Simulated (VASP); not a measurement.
# AlRu (Pm-3m) in VASP: a series of runs, part 2 of 2

VASP 6.6.1. Earlier steps stand in the parts before.

### 4 Single point, PBE (volume scaled by 0.94)

Input file INCAR:

```
ALGO = Normal
EDIFF = 1E-6
ENCUT = 520
GGA = PE
ISIF = 2
ISMEAR = 0
LASPH = T
LCHARG = T
LELF = T
LREAL = F
LVHAR = T
LWAVE = F
NBANDS = 16
NELM = 60
PREC = Accurate
SIGMA = 0.1
```

Input file KPOINTS:

```
k-points
0
Gamma
  14 14 14
```

Input file POSCAR:

```
AlRu
1.0
    2.9427596395      0.0000000000      0.0000000000
    0.0000000000      2.9427596395      0.0000000000
    0.0000000000      0.0000000000      2.9427596395
Al Ru
1 1
Direct
    0.0000000000      0.0000000000      0.0000000000
    0.5000000000      0.5000000000      0.5000000000
```

Potentials or basis: VASP PAW PBE potentials, release 64 (Al, Ru_pv).

Command:

```sh
> cat potpaw_PBE.64/Al/POTCAR potpaw_PBE.64/Ru_pv/POTCAR > POTCAR
> mpirun -np 1 vasp_std > vasp.out
```

OUTCAR:

```text
EDIFF = 1E-6
   ENCUT = 520
   GGA = PE
   ISIF = 2
   ISMEAR = 0
   LASPH = T
   LREAL = F
   NELM = 60
   PREC = Accurate

 ion  position               nearest neighbor table
   1  0.000  0.000  0.000-   2 2.55   2 2.55   2 2.55   2 2.55   2 2.55   2 2.55   2 2.55   2 2.55

   2  0.500  0.500  0.500-   1 2.55   1 2.55   1 2.55   1 2.55   1 2.55   1 2.55   1 2.55   1 2.55

  LATTYP: Found a simple cubic cell.
 ALAT       =     2.9427596395

  Lattice vectors:

 A1 = (   2.9427596395,   0.0000000000,   0.0000000000)
 A2 = (   0.0000000000,   2.9427596395,   0.0000000000)
 A3 = (   0.0000000000,   0.0000000000,   2.9427596395)

Analysis of symmetry for initial positions (statically):
=====================================================================
 Subroutine PRICEL returns:
 Original cell was already a primitive cell.

 Routine SETGRP: Setting up the symmetry group for a
 simple cubic supercell.

 Subroutine GETGRP returns: Found 48 space group operations
 (whereof 48 operations were pure point group operations)
 out of a pool of 48 trial point group operations.

The static configuration has the point symmetry O_h .

Analysis of symmetry for dynamics (positions and initial velocities):
=====================================================================
 Subroutine PRICEL returns:
 Original cell was already a primitive cell.

 Routine SETGRP: Setting up the symmetry group for a
 simple cubic supercell.

 Subroutine GETGRP returns: Found 48 space group operations
 (whereof 48 operations were pure point group operations)
 out of a pool of 48 trial point group operations.

The dynamic configuration has the point symmetry O_h .

 Subroutine INISYM returns: Found 48 space group operations
 (whereof 48 operations are pure point group operations),
 and found     1 'primitive' translations

----------------------------------------------------------------------------------------

                                     Primitive cell

  volume of cell :      25.4838

  direct lattice vectors                    reciprocal lattice vectors
     2.942759640  0.000000000  0.000000000     0.339817084  0.000000000  0.000000000
     0.000000000  2.942759640  0.000000000     0.000000000  0.339817084  0.000000000
     0.000000000  0.000000000  2.942759640     0.000000000  0.000000000  0.339817084

  length of vectors
     2.942759640  2.942759640  2.942759640     0.339817084  0.339817084  0.339817084

  position of ions in fractional coordinates (direct lattice)
     0.000000000  0.000000000  0.000000000
     0.500000000  0.500000000  0.500000000

  ion indices of the primitive-cell ions
   primitive index   ion index
                 1           1
                 2           2

----------------------------------------------------------------------------------------

 KPOINTS: k-points

Automatic generation of k-mesh.
 Grid dimensions read from file:
 generate k-points for:   14   14   14

 Generating k-lattice:

  Cartesian coordinates                     Fractional coordinates (reciprocal lattice)
     0.024272649  0.000000000  0.000000000     0.071428571  0.000000000  0.000000000
     0.000000000  0.024272649  0.000000000     0.000000000  0.071428571  0.000000000
     0.000000000  0.000000000  0.024272649     0.000000000  0.000000000  0.071428571

  Length of vectors
     0.024272649  0.024272649  0.024272649

  Shift w.r.t. Gamma in fractional coordinates (k-lattice)
     0.000000000  0.000000000  0.000000000

 Subroutine IBZKPT returns following result:
 ===========================================

 Found    120 irreducible k-points:

 Following reciprocal coordinates:
            Coordinates               Weight
  0.000000  0.000000  0.000000      1.000000
  0.071429  0.000000  0.000000      6.000000
  0.142857  0.000000  0.000000      6.000000
  0.214286  0.000000  0.000000      6.000000
  0.285714  0.000000  0.000000      6.000000
  0.357143  0.000000  0.000000      6.000000
[... 16 lines left out ...]
  0.285714  0.214286  0.000000     24.000000
  0.357143  0.214286  0.000000     24.000000
 [... further k-points ...]
   k-points           NKPTS =    120   k-points in BZ     NKDIM =    120   number of bands    NBANDS=     16
   number of dos      NEDOS =    301   number of ions     NIONS =      2
   total plane-waves  NPLWV =  13824
   dimension x,y,z NGX =    24 NGY =   24 NGZ =   24
   dimension x,y,z NGXF=    48 NGYF=   48 NGZF=   48
   ions per type =               1   1
   NGX,Y,Z   is equivalent  to a cutoff of  13.56, 13.56, 13.56 a.u.
   NGXF,Y,Z  is equivalent  to a cutoff of  27.12, 27.12, 27.12 a.u.
 SYSTEM =  unknown system
   PREC   = accura    normal or accurate (medium, high low for compatibility)
   ISTART =      0    job   : 0-new  1-cont  2-samecut
   ICHARG =      2    charge: 1-file 2-atom 10-const
   ISPIN  =      1    spin polarized calculation?
   LNONCOLLINEAR =      F non collinear calculations
   LSORBIT =      F    spin-orbit coupling
   LASPH  =      T    aspherical Exc in radial PAW
   ENCUT  =  520.0 eV  38.22 Ry    6.18 a.u.   5.47  5.47  5.47*2*pi/ulx,y,z
   NELM   =     60;   NELMIN=  2; NELMDL= -5     # of ELM steps
   EDIFF  = 0.1E-05   stopping-criterion for ELM
   LREAL  =      F    real-space projection
   EDIFFG = 0.1E-04   stopping-criterion for IOM
   NSW    =      0    number of steps for IOM
   IBRION =     -1    ionic relax: 0-MD 1-quasi-New 2-CG
   NFREE  =      0    steps in history (QN), initial steepest desc. (CG)
   ISIF   =      2    stress and relaxation
   ISYM   =      2    0-nonsym 1-usesym 2-fastsym
   POTIM  = 0.5000    time-step for ionic-motion
   TEBEG  =    0.0;   TEEND  =   0.0 temperature during run
   PSTRESS=    0.0 pullay stress
   NELECT =      17.0000    total number of electrons
   NUPDOWN=      -1.0000    fix difference up-down
   EMIN   =  10.00;   EMAX   =-10.00  energy-range for DOS
   EFERMI =   0.00;   METHOD = LEGACY
   ISMEAR =     0;   SIGMA  =   0.10  broadening in eV -4-tet -1-fermi 0-gaus
   EFERMI_NEDOS =   21; number of points for ismear=-14 and -15
   IALGO  =     38    algorithm
   IMIX   =      4    mixing-type and parameters
     AMIX     =   0.40;   BMIX     =  1.00
     AMIX_MAG =   1.60;   BMIX_MAG =  1.00
  volume/ion in A,a.u.               =      12.74        85.99
  Fermi-wavevector in a.u.,A,eV,Ry     =   1.430440  2.703140 27.839682  2.046159
  Thomas-Fermi vector in A             =   2.550285
   LORBIT       =      0    0 simple, 1 ext, 2 COOP (PROOUT), +10 PAW based schemes
   GGA     = PE    functional components
   LHFCALC =     F    Hartree Fock is set to
   AEXX    =    0.0000 exact exchange contribution
   IVDW    =     0    specifies the selected vdW correction
   LEPSILON=     F    determine dielectric tensor
   LRPA    =     F    only Hartree local field effects (RPA)
 non-spin polarized calculation
 Gauss-broadening in eV      SIGMA  =   0.10
  energy-cutoff  :      520.00
  volume of cell :       25.48
 maximum number of plane-waves:       715
 NGX is ok and might be reduce to    24
   NGX = 11   NGY = 11   NGZ = 11

 number of electron      17.0000001 magnetization

 Free energy of the ion-electron system (eV)
  ---------------------------------------------------
  ext. energy  EPLUGINS =         0.00000000
  ---------------------------------------------------
  free energy    TOTEN  =       -14.18860620 eV

  energy without entropy =      -14.17957650  energy(sigma->0) =      -14.18409135

 E-fermi :  11.4279     XC(G=0): -12.8214

 val. band max:       11.4058064352   @ k =   0.0714   0.0714   0.0714
 cond. band min:      11.4285406346   @ k =   0.5000   0.2857   0.1429
 fundamental gap:      0.0227341994
 Fermi energy:        11.4279269016

 k-point     1 :       0.0000    0.0000    0.0000
  band No.  band energies     occupation
      1     -30.3485      2.00000
      2     -30.3485      2.00000
      3     -30.3485      2.00000
      4       1.4635      2.00000
      5       7.5888      2.00000
      6       7.5888      2.00000
[... 8 lines left out ...]
     15      23.5511      0.00000
     16      27.5021      0.00000
[... 419 lines left out ...]
 k-point    24 :       0.3571    0.2143    0.0000
  band No.  band energies     occupation
      1     -30.5416      2.00000
      2     -30.4262      2.00000
      3     -30.3225      2.00000
      4       4.4103      2.00000
      5       7.3000      2.00000
      6       8.7110      2.00000
[... 8 lines left out ...]
     15      24.4943      0.00000
     16      26.2122      0.00000

 [... further k-points ...]
[... 5 lines left out ...]
  --------------------------------------------------------------------------------------
  -------------------------------------------------------------------------------------
  Total        2.2907319      2.2907319      2.2907319      0.0000000     -0.0000000      0.0000000
  in kB      144.0192284    144.0192284    144.0192284      0.0000000     -0.0000000      0.0000000
  external PRESSURE =     144.0192284 kB  Pullay stress =       0.0000000 kB

 VOLUME and BASIS-vectors are now :
 -----------------------------------------------------------------------------
  energy-cutoff  :      520.00
  volume of cell :       25.48
      direct lattice vectors                 reciprocal lattice vectors
     2.942759640  0.000000000  0.000000000     0.339817084  0.000000000  0.000000000
     0.000000000  2.942759640  0.000000000     0.000000000  0.339817084  0.000000000
     0.000000000  0.000000000  2.942759640     0.000000000  0.000000000  0.339817084

 POSITION                                       TOTAL-FORCE (eV/Angst)
 -----------------------------------------------------------------------------------
      0.00000      0.00000      0.00000         0.000000      0.000000      0.000000
      1.47138      1.47138      1.47138         0.000000      0.000000      0.000000
 -----------------------------------------------------------------------------------
    total drift:                                0.000000     -0.000000     -0.000000

  FREE ENERGIE OF THE ION-ELECTRON SYSTEM (eV)
  ---------------------------------------------------
  free  energy   TOTEN  =       -14.1886062009 eV

  energy  without entropy=      -14.1795764959  energy(sigma->0) =      -14.18409135
```

OSZICAR:

```text
N       E                     dE             d eps       ncg     rms          rms(c)
DAV:   1     0.116784126340E+03    0.11678E+03   -0.91661E+03  3912   0.992E+02
DAV:   2    -0.129854029165E+02   -0.12977E+03   -0.12361E+03  4528   0.295E+02
DAV:   3    -0.148617044830E+02   -0.18763E+01   -0.18703E+01  4984   0.370E+01
DAV:   4    -0.148748828988E+02   -0.13178E-01   -0.13163E-01  4744   0.327E+00
DAV:   5    -0.148750615550E+02   -0.17866E-03   -0.17848E-03  4592   0.370E-01    0.136E+01
DAV:   6    -0.142657455362E+02    0.60932E+00   -0.22189E+00  4184   0.164E+01    0.253E+00
DAV:   7    -0.142036897338E+02    0.62056E-01   -0.15809E-01  4064   0.451E+00    0.235E+00
DAV:   8    -0.141887497011E+02    0.14940E-01   -0.14630E-02  4504   0.994E-01    0.196E-01
DAV:   9    -0.141886117603E+02    0.13794E-03   -0.26015E-04  4744   0.141E-01    0.133E-01
DAV:  10    -0.141886077067E+02    0.40536E-05   -0.19258E-05  4392   0.480E-02    0.958E-03
DAV:  11    -0.141886066306E+02    0.10762E-05   -0.53385E-07  3480   0.776E-03    0.447E-03
DAV:  12    -0.141886062009E+02    0.42967E-06   -0.40399E-08  2336   0.223E-03
   1 F= -.14188606E+02 E0= -.14184091E+02  d E =-.902971E-02
```

stdout:

```text
POSCAR found type information on POSCAR AlRu
 POSCAR found :  2 types and       2 ions
 scaLAPACK will be used
 LDA part: xc-table for (Slater+PW92), standard interpolation
 POSCAR, INCAR and KPOINTS ok, starting setup
 FFT: planning ... GRIDC
 FFT: planning ... GRID_SOFT
 FFT: planning ... GRID
 WAVECAR not read
 entering main loop
```

Run time: 34 s. Hardware: 1 thread of AMD EPYC 9R45 (Zen 5), shared host; peak memory 0.14 GiB.

What came out:

- Free energy: -14.1886 eV
- Pressure: 14.4 GPa

Caveat: the cell differs from its parent crystal (volume scaled by 0.94).

### 5 Single point, PBE (volume scaled by 0.97)

Input file INCAR:

```
SYSTEM = AlRu
PREC = Accurate
ENCUT = 520
EDIFF = 1E-6
ISMEAR = 0
SIGMA = 0.1
LREAL = .False.
LASPH = .True.
NELM = 60
ALGO = Normal
ISIF = 2
LWAVE = .False.
LCHARG = .True.
GGA = PE
LELF = .True.
LVHAR = .True.
NBANDS = 16
```

Input file KPOINTS:

```
Automatic mesh
0
Gamma
  14 14 14
  0 0 0
```

Input file POSCAR:

```
AlRu
1.0
    2.9737383333      0.0000000000      0.0000000000
    0.0000000000      2.9737383333      0.0000000000
    0.0000000000      0.0000000000      2.9737383333
Al Ru
1 1
Direct
    0.0000000000      0.0000000000      0.0000000000
    0.5000000000      0.5000000000      0.5000000000
```

Command:

```sh
> cat potpaw_PBE.64/Al/POTCAR potpaw_PBE.64/Ru_pv/POTCAR > POTCAR
> mpirun -np 1 vasp_std > vasp.out
```

It took 35 s on 1 thread of AMD EPYC 9R45 (Zen 5), shared host; peak memory 0.14 GiB.

Results (log left out):

```yaml
Free_energy: -14.2417 eV
Pressure: 6.6 GPa
```

Levels at points of the mesh, in eV from the Fermi level:
| k point | band 6 | band 7 | band 8 | band 9 | band 10 | band 11 | band 12 | band 13 |
| --- | --- | --- | --- | --- | --- | --- | --- | --- |
| (0.00, 0.00, 0.00) | -3.66 | 0.19 | 0.19 | 0.19 | 6.17 | 6.17 | 6.17 | 11.09 |
| (0.50, 0.00, 0.00) | -2.84 | -1.64 | -1.64 | 0.45 | 2.36 | 7.44 | 11.13 | 11.13 |
| (0.50, 0.50, 0.00) | -1.38 | -1.38 | -1.20 | -1.20 | 1.59 | 5.44 | 6.42 | 10.74 |
| (0.50, 0.50, 0.50) | -4.73 | 1.68 | 1.68 | 2.69 | 4.18 | 4.18 | 4.18 | 8.71 |

Caveat: the cell differs from its parent crystal (volume scaled by 0.97).

### 6 Single point, PBE

This run uses another cell than the first one, of 13.56 Å³/atom, 1.136 times its volume.

Input file INCAR:

```
SYSTEM = AlRu
ALGO     = Fast           ! electronic algorithm
EDIFF    = 1E-7           ! SCF threshold, eV
ENCUT    = 520            ! plane-wave cutoff, eV
GGA      = PE             ! functional
ISIF     = 2              ! what is computed and relaxed
ISMEAR   = 0              ! smearing method
LASPH    = .TRUE.         ! aspherical terms in the spheres
LCHARG   = .FALSE.        ! write CHGCAR
LREAL    = .FALSE.        ! projectors in reciprocal space
LWAVE    = .FALSE.        ! write WAVECAR
NBANDS   = 16             ! bands
NELM     = 100            ! most SCF steps
PREC     = Accurate       ! precision mode
SIGMA    = 0.1            ! smearing width, eV
```

Input file KPOINTS:

```
k-points
0
G
  14 14 14
  0 0 0
```

Input file POSCAR:

```
AlRu
1.0
    3.0040846979      0.0000000000      0.0000000000
    0.0000000000      3.0040846979      0.0000000000
    0.0000000000      0.0000000000      3.0040846979
Al Ru
1 1
Direct
    0.0000000000      0.0000000000      0.0000000000
    0.5000000000      0.5000000000      0.5000000000
```

Potentials or basis: VASP PAW PBE potentials, release 64 (Al, Ru_pv).

Command:

```sh
> cat potpaw_PBE.64/Al/POTCAR potpaw_PBE.64/Ru_pv/POTCAR > POTCAR
> mpirun -np 1 vasp_std > vasp.out
```

Wall time 45 s (1 thread of AMD EPYC 9R45 (Zen 5), shared host); peak memory 0.14 GiB.

Results (log left out):

| Item | Value |
| --- | --- |
| Free energy | -14.2582 eV |
| Pressure | -0.1 GPa |

Levels at points of the mesh, in eV from the Fermi level:
| k point | band 6 | band 7 | band 8 | band 9 | band 10 | band 11 | band 12 | band 13 |
| --- | --- | --- | --- | --- | --- | --- | --- | --- |
| (0.00, 0.00, 0.00) | -3.49 | 0.18 | 0.18 | 0.18 | 6.02 | 6.02 | 6.02 | 10.91 |
| (0.50, 0.00, 0.00) | -2.71 | -1.57 | -1.57 | 0.42 | 2.25 | 7.46 | 10.97 | 10.97 |
| (0.50, 0.50, 0.00) | -1.36 | -1.36 | -1.14 | -1.14 | 1.51 | 5.23 | 6.11 | 10.49 |
| (0.50, 0.50, 0.50) | -4.56 | 1.60 | 1.60 | 2.50 | 4.11 | 4.11 | 4.11 | 8.42 |

### 7 Summary

| cell | gap on the mesh (eV) | pressure (GPa) |
| --- | --- | --- |
| a = 2.879 Å, 2 atoms | none | 34.4 |
| a = 2.911 Å, 2 atoms | none | 23.6 |
| a = 2.943 Å, 2 atoms | none | 14.4 |
| a = 2.974 Å, 2 atoms | none | 6.6 |
| a = 3.004 Å, 2 atoms | none | -0.1 |

Alike in all rows: task single point; level PBE; potentials or basis VASP PAW PBE potentials, release 64 (Al, Ru_pv); no spin polarisation; k mesh 14 × 14 × 14; cutoff (eV) 520; smearing gaussian 0.1 eV.

Absolute energies hang on the potentials; compare differences alone.
